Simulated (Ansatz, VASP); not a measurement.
# One calculation of GeOs2, two programs

```
CELL_PARAMETERS angstrom
4.34616 0.00000 0.00000
-2.17308 3.76388 0.00000
0.00000 0.00000 2.82418
ATOMIC_POSITIONS crystal
Ge 0.00000 0.00000 0.00000
Os 0.33333 0.66667 0.50000
Os 0.66667 0.33333 0.50000
```

Alike in both runs: functional PBE; k mesh 6 × 6 × 4; occupations gaussian, width 0.1 eV; no spin polarisation.

Ansatz relaxed the structure, and its values are those at the end. VASP's run is a single point on that final structure, the one shown.

```csv
,VASP,Ansatz
version,VASP 6.6.1,Ansatz 0.2.0
potentials or method,"VASP PAW PBE potentials, release 64 (Ge_d, Os_sv_GW), cutoff 560 eV","scalar-relativistic, plane waves, PAW"
valence electrons in the cell,46,46
```

```csv
,VASP,Ansatz,Ansatz less VASP
gap on the k mesh at the Fermi level (eV),none,none,-
pressure (GPa),-0.9,-0.2,+0.76
```

A gap of «none» marks a metal or a gap that the smearing closes.

The k mesh is coarse, so the values compare programs but aren't converged. Neither program's run includes spin-orbit coupling.
